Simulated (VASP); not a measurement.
# K2SiB2 (P-3m1) in VASP: a series of runs

K2SiB2 is run at these levels: PBE; tasks: single point, relaxation of cell and atoms.

Program: VASP 6.6.1. These are calculated values, not measurements. Logs are shortened: lines on timing, memory, paths and dates and some standing lists are left out, and cuts for length are marked.

## (1) The cell of the first run

The structure is trigonal, space group P-3m1 (No. 164). The conventional cell has a = 3.635 Å, b = 3.635 Å, c = 9.969 Å, α = 90.00°, β = 90.00°, γ = 120.00°. Within 4.1 Å of K (site symmetry 3m) lie 4 B at 3.11 to 3.23 Å and 3 Si at 3.47 Å and 6 K at 3.63 Å. Si (site symmetry -3m) has 6 B at 2.15 Å within 2.8 Å. Within 2.8 Å of B (site symmetry 3m) lie 3 Si at 2.15 Å and 3 B at 2.30 Å.

## (2) Single point, PBE

Input file INCAR:

```
PREC = Accurate
ENCUT = 520
EDIFF = 1E-6
ISMEAR = 0
SIGMA = 0.1
LREAL = F
LASPH = T
NELM = 80
ALGO = Normal
ISIF = 2
LWAVE = F
LCHARG = F
GGA = PE
NBANDS = 22
```

Input file KPOINTS:

```
Automatic mesh
0
Gamma
  12 12 4
```

Input file POSCAR:

```
K2SiB2
1.0
    3.6349594562      0.0000000000      0.0000000000
   -1.8174797281      3.1479672308      0.0000000000
    0.0000000000      0.0000000000      9.9687037638
K Si B
2 1 2
Direct
    0.6666666667      0.3333333333      0.2769739940
    0.3333333333      0.6666666667      0.7230260060
    0.0000000000      0.0000000000      0.0000000000
    0.6666666667      0.3333333333      0.9529908378
    0.3333333333      0.6666666667      0.0470091622
```

Potentials or basis: VASP PAW PBE potentials, release 64 (K_sv, Si, B).

On the command line:

```
> cat potpaw_PBE.64/K_sv/POTCAR potpaw_PBE.64/Si/POTCAR potpaw_PBE.64/B/POTCAR > POTCAR
> mpirun -np 1 vasp_std > vasp.out
```

OUTCAR:

```text
PREC = Accurate
   ENCUT = 520
   EDIFF = 1E-6
   ISMEAR = 0
   LREAL = F
   LASPH = T
   NELM = 80
   ISIF = 2
   GGA = PE

 ion  position               nearest neighbor table
   1  0.667  0.333  0.277-   3 3.47   3 3.47   3 3.47
   2  0.333  0.667  0.723-   3 3.47   3 3.47   3 3.47
   3  0.000  0.000  0.000-   4 2.15   5 2.15   4 2.15   5 2.15   4 2.15   5 2.15   1 3.47   2 3.47
                             2 3.47   1 3.47   1 3.47   2 3.47
   4  0.667  0.333  0.953-   3 2.15   3 2.15   3 2.15
   5  0.333  0.667  0.047-   3 2.15   3 2.15   3 2.15

  LATTYP: Found a hexagonal cell.
 ALAT       =     3.6349594562
 C/A-ratio  =     2.7424525318

  Lattice vectors:

 A1 = (   3.6349594562,   0.0000000000,   0.0000000000)
 A2 = (  -1.8174797281,   3.1479672308,   0.0000000000)
 A3 = (   0.0000000000,   0.0000000000,   9.9687037638)

Analysis of symmetry for initial positions (statically):
=====================================================================
 Subroutine PRICEL returns:
 Original cell was already a primitive cell.

 Routine SETGRP: Setting up the symmetry group for a
 hexagonal supercell.

 Subroutine GETGRP returns: Found 12 space group operations
 (whereof 12 operations were pure point group operations)
 out of a pool of 24 trial point group operations.

The static configuration has the point symmetry D_3d.

Analysis of symmetry for dynamics (positions and initial velocities):
=====================================================================
 Subroutine PRICEL returns:
 Original cell was already a primitive cell.

 Routine SETGRP: Setting up the symmetry group for a
 hexagonal supercell.

 Subroutine GETGRP returns: Found 12 space group operations
 (whereof 12 operations were pure point group operations)
 out of a pool of 24 trial point group operations.

The dynamic configuration has the point symmetry D_3d.

 Subroutine INISYM returns: Found 12 space group operations
 (whereof 12 operations are pure point group operations),
 and found     1 'primitive' translations

----------------------------------------------------------------------------------------

                                     Primitive cell

  volume of cell :     114.0692

  direct lattice vectors                    reciprocal lattice vectors
     3.634959456  0.000000000  0.000000000     0.275106232  0.158832657  0.000000000
    -1.817479728  3.147967231  0.000000000     0.000000000  0.317665314  0.000000000
     0.000000000  0.000000000  9.968703764     0.000000000  0.000000000  0.100313945

  length of vectors
     3.634959456  3.634959456  9.968703764     0.317665314  0.317665314  0.100313945

  position of ions in fractional coordinates (direct lattice)
     0.666666667  0.333333333  0.276973994
     0.333333333  0.666666667  0.723026006
     0.000000000  0.000000000  0.000000000
     0.666666667  0.333333333  0.952990838
     0.333333333  0.666666667  0.047009162

  ion indices of the primitive-cell ions
   primitive index   ion index
                 1           1
                 2           2
                 3           3
                 4           4
                 5           5

----------------------------------------------------------------------------------------

 KPOINTS: Automatic mesh

Automatic generation of k-mesh.
 Grid dimensions read from file:
 generate k-points for:   12   12    4

 Generating k-lattice:

  Cartesian coordinates                     Fractional coordinates (reciprocal lattice)
     0.022925519  0.013236055  0.000000000     0.083333333  0.000000000  0.000000000
     0.000000000  0.026472110  0.000000000     0.000000000  0.083333333  0.000000000
     0.000000000  0.000000000  0.025078486     0.000000000  0.000000000  0.250000000

  Length of vectors
     0.026472110  0.026472110  0.025078486

  Shift w.r.t. Gamma in fractional coordinates (k-lattice)
     0.000000000  0.000000000  0.000000000

 Subroutine IBZKPT returns following result:
 ===========================================

 Found     69 irreducible k-points:

 Following reciprocal coordinates:
            Coordinates               Weight
  0.000000  0.000000  0.000000      1.000000
  0.083333  0.000000  0.000000      6.000000
  0.166667  0.000000  0.000000      6.000000
  0.250000  0.000000  0.000000      6.000000
  0.333333  0.000000  0.000000      6.000000
  0.416667  0.000000  0.000000      6.000000
[... 16 lines left out ...]
  0.166667  0.000000  0.250000      6.000000
  0.000000  0.166667  0.250000      6.000000
 [... further k-points ...]
   k-points           NKPTS =     69   k-points in BZ     NKDIM =     69   number of bands    NBANDS=     22
   number of dos      NEDOS =    301   number of ions     NIONS =      5
   total plane-waves  NPLWV =  62720
   dimension x,y,z NGX =    28 NGY =   28 NGZ =   80
   dimension x,y,z NGXF=    56 NGYF=   56 NGZF=  160
   ions per type =               2   1   2
   NGX,Y,Z   is equivalent  to a cutoff of  12.81, 12.81, 13.34 a.u.
   NGXF,Y,Z  is equivalent  to a cutoff of  25.61, 25.61, 26.68 a.u.
 SYSTEM =  unknown system
   PREC   = accura    normal or accurate (medium, high low for compatibility)
   ISTART =      0    job   : 0-new  1-cont  2-samecut
   ICHARG =      2    charge: 1-file 2-atom 10-const
   ISPIN  =      1    spin polarized calculation?
   LNONCOLLINEAR =      F non collinear calculations
   LSORBIT =      F    spin-orbit coupling
   LASPH  =      T    aspherical Exc in radial PAW
   ENCUT  =  520.0 eV  38.22 Ry    6.18 a.u.   6.76  6.76 18.54*2*pi/ulx,y,z
   NELM   =     80;   NELMIN=  2; NELMDL= -5     # of ELM steps
   EDIFF  = 0.1E-05   stopping-criterion for ELM
   LREAL  =      F    real-space projection
   EDIFFG = 0.1E-04   stopping-criterion for IOM
   NSW    =      0    number of steps for IOM
   IBRION =     -1    ionic relax: 0-MD 1-quasi-New 2-CG
   NFREE  =      0    steps in history (QN), initial steepest desc. (CG)
   ISIF   =      2    stress and relaxation
   ISYM   =      2    0-nonsym 1-usesym 2-fastsym
   POTIM  = 0.5000    time-step for ionic-motion
   TEBEG  =    0.0;   TEEND  =   0.0 temperature during run
   PSTRESS=    0.0 pullay stress
   NELECT =      28.0000    total number of electrons
   NUPDOWN=      -1.0000    fix difference up-down
   EMIN   =  10.00;   EMAX   =-10.00  energy-range for DOS
   EFERMI =   0.00;   METHOD = LEGACY
   ISMEAR =     0;   SIGMA  =   0.10  broadening in eV -4-tet -1-fermi 0-gaus
   EFERMI_NEDOS =   21; number of points for ismear=-14 and -15
   IALGO  =     38    algorithm
   IMIX   =      4    mixing-type and parameters
     AMIX     =   0.40;   BMIX     =  1.00
     AMIX_MAG =   1.60;   BMIX_MAG =  1.00
  volume/ion in A,a.u.               =      22.81       153.96
  Fermi-wavevector in a.u.,A,eV,Ry     =   1.025033  1.937032 14.295553  1.050693
  Thomas-Fermi vector in A             =   2.158852
   LORBIT       =      0    0 simple, 1 ext, 2 COOP (PROOUT), +10 PAW based schemes
   GGA     = PE    functional components
   LHFCALC =     F    Hartree Fock is set to
   AEXX    =    0.0000 exact exchange contribution
   IVDW    =     0    specifies the selected vdW correction
   LEPSILON=     F    determine dielectric tensor
   LRPA    =     F    only Hartree local field effects (RPA)
 non-spin polarized calculation
 Gauss-broadening in eV      SIGMA  =   0.10
  energy-cutoff  :      520.00
  volume of cell :      114.07
 maximum number of plane-waves:      3122
   NGX = 13   NGY = 13   NGZ = 37

 number of electron      28.0000002 magnetization

 Free energy of the ion-electron system (eV)
  ---------------------------------------------------
  ext. energy  EPLUGINS =         0.00000000
  ---------------------------------------------------
  free energy    TOTEN  =       -17.38873518 eV

  energy without entropy =      -17.37797644  energy(sigma->0) =      -17.38335581

 E-fermi :   2.7806     XC(G=0):  -8.2485

 val. band max:        2.7789304166   @ k =   0.0833   0.0833   0.0000
 cond. band min:       2.7816830268   @ k =   0.0833   0.0833   0.5000
 fundamental gap:      0.0027526103
 Fermi energy:         2.7805873567

 k-point     1 :       0.0000    0.0000    0.0000
  band No.  band energies     occupation
      1     -28.7042      2.00000
      2     -28.7029      2.00000
      3     -12.3271      2.00000
      4     -12.1872      2.00000
      5     -11.9858      2.00000
      6     -11.9858      2.00000
[... 14 lines left out ...]
     21       8.2415      0.00000
     22       8.2573      0.00000

 k-point     2 :       0.0833    0.0000    0.0000
  band No.  band energies     occupation
      1     -28.6996      2.00000
      2     -28.6983      2.00000
      3     -12.3120      2.00000
      4     -12.1798      2.00000
      5     -12.0266      2.00000
      6     -12.0259      2.00000
[... 14 lines left out ...]
     21       7.5150      0.00000
     22       8.1733      0.00000

 k-point     3 :       0.1667    0.0000    0.0000
  band No.  band energies     occupation
      1     -28.6869      2.00000
      2     -28.6857      2.00000
      3     -12.2728      2.00000
      4     -12.1641      2.00000
      5     -12.1355      2.00000
      6     -12.1305      2.00000
[... 14 lines left out ...]
     21       7.5265      0.00000
     22       7.9158      0.00000

 k-point     4 :       0.2500    0.0000    0.0000
  band No.  band energies     occupation
      1     -28.6695      2.00000
      2     -28.6685      2.00000
      3     -12.2948      2.00000
      4     -12.2825      2.00000
      5     -12.2047      2.00000
      6     -12.1289      2.00000
[... 14 lines left out ...]
     21       7.6939      0.00000
     22       8.1197      0.00000

 k-point     5 :       0.3333    0.0000    0.0000
  band No.  band energies     occupation
      1     -28.6519      2.00000
      2     -28.6512      2.00000
      3     -12.4303      2.00000
      4     -12.4218      2.00000
      5     -12.1555      2.00000
      6     -12.1025      2.00000
[... 14 lines left out ...]
     21       7.6583      0.00000
     22       8.0969      0.00000

 k-point     6 :       0.4167    0.0000    0.0000
  band No.  band energies     occupation
      1     -28.6389      2.00000
      2     -28.6384      2.00000
      3     -12.5293      2.00000
      4     -12.5214      2.00000
      5     -12.1153      2.00000
      6     -12.1038      2.00000
[... 14 lines left out ...]
     21       7.5840      0.00000
     22       8.2690      0.00000

 k-point     7 :       0.5000    0.0000    0.0000
  band No.  band energies     occupation
      1     -28.6342      2.00000
      2     -28.6338      2.00000
      3     -12.5650      2.00000
      4     -12.5573      2.00000
      5     -12.1121      2.00000
      6     -12.1087      2.00000
[... 324 lines left out ...]
      6     -11.9856      2.00000
[... 14 lines left out ...]
     21       8.2290      0.00000
     22       8.2305      0.00000

 k-point    21 :       0.0833    0.0000    0.2500
  band No.  band energies     occupation
      1     -28.6995      2.00000
      2     -28.6984      2.00000
      3     -12.3000      2.00000
      4     -12.1933      2.00000
      5     -12.0265      2.00000
      6     -12.0258      2.00000
[... 14 lines left out ...]
     21       7.5071      0.00000
     22       8.1997      0.00000

 k-point    22 :       0.0000    0.0833    0.2500
  band No.  band energies     occupation
      1     -28.6995      2.00000
      2     -28.6984      2.00000
      3     -12.2999      2.00000
      4     -12.1933      2.00000
      5     -12.0264      2.00000
      6     -12.0259      2.00000
[... 14 lines left out ...]
     21       7.5271      0.00000
     22       8.1826      0.00000

 k-point    23 :       0.1667    0.0000    0.2500
  band No.  band energies     occupation
      1     -28.6868      2.00000
      2     -28.6858      2.00000
      3     -12.2635      2.00000
      4     -12.1739      2.00000
      5     -12.1351      2.00000
      6     -12.1312      2.00000
[... 14 lines left out ...]
     21       7.4754      0.00000
     22       7.9406      0.00000

 k-point    24 :       0.0000    0.1667    0.2500
  band No.  band energies     occupation
      1     -28.6868      2.00000
      2     -28.6858      2.00000
      3     -12.2630      2.00000
      4     -12.1744      2.00000
      5     -12.1360      2.00000
      6     -12.1304      2.00000
[... 14 lines left out ...]
     21       7.4054      0.00000
     22       7.8674      0.00000

 [... further k-points ...]

------------------------ aborting loop because EDIFF is reached ----------------------------------------

  FORCE on cell =-STRESS in cart. coord.  units (eV):
  Direction    XX          YY          ZZ          XY          YZ          ZX
  --------------------------------------------------------------------------------------
  -------------------------------------------------------------------------------------
  Total       -0.0011991     -0.0011991      0.0511105      0.0000000      0.0000000      0.0000000
  in kB       -0.0168418     -0.0168418      0.7178808      0.0000000      0.0000000      0.0000000
  external PRESSURE =       0.2280657 kB  Pullay stress =       0.0000000 kB

 VOLUME and BASIS-vectors are now :
 -----------------------------------------------------------------------------
  energy-cutoff  :      520.00
  volume of cell :      114.07
      direct lattice vectors                 reciprocal lattice vectors
     3.634959456  0.000000000  0.000000000     0.275106232  0.158832657  0.000000000
    -1.817479728  3.147967231  0.000000000     0.000000000  0.317665314  0.000000000
     0.000000000  0.000000000  9.968703764     0.000000000  0.000000000  0.100313945

 POSITION                                       TOTAL-FORCE (eV/Angst)
 -----------------------------------------------------------------------------------
      1.81748      1.04932      2.76107        -0.000000      0.000000      0.008966
     -0.00000      2.09864      7.20763         0.000000      0.000000     -0.008966
      0.00000      0.00000      0.00000        -0.000000      0.000000      0.000000
      1.81748      1.04932      9.50008         0.000000     -0.000000      0.004598
     -0.00000      2.09864      0.46862        -0.000000      0.000000     -0.004598
 -----------------------------------------------------------------------------------
    total drift:                                0.000000     -0.000000      0.000000

  FREE ENERGIE OF THE ION-ELECTRON SYSTEM (eV)
  ---------------------------------------------------
  free  energy   TOTEN  =       -17.3887351823 eV

  energy  without entropy=      -17.3779764413  energy(sigma->0) =      -17.38335581
```

Run time: 100 s. Hardware: 1 thread of Intel Xeon 6975P-C (Granite Rapids), shared host; peak memory 0.33 GiB.

Results:

* Free energy: -17.3887 eV
* Pressure: 0.0 GPa
* Largest force: 0.009 eV/Å
* Band gap on the k mesh: zero (band 14 reaches 3.09 eV, above the bottom of band 15 at 1.67 eV)

Forces in eV/Å, atoms in the order of the input:
```
K    0.000  0.000  0.009
K    0.000  0.000 -0.009
Si   0.000  0.000  0.000
B    0.000  0.000  0.005
B    0.000  0.000 -0.005
```

(Part 1 of 2 ends here.)
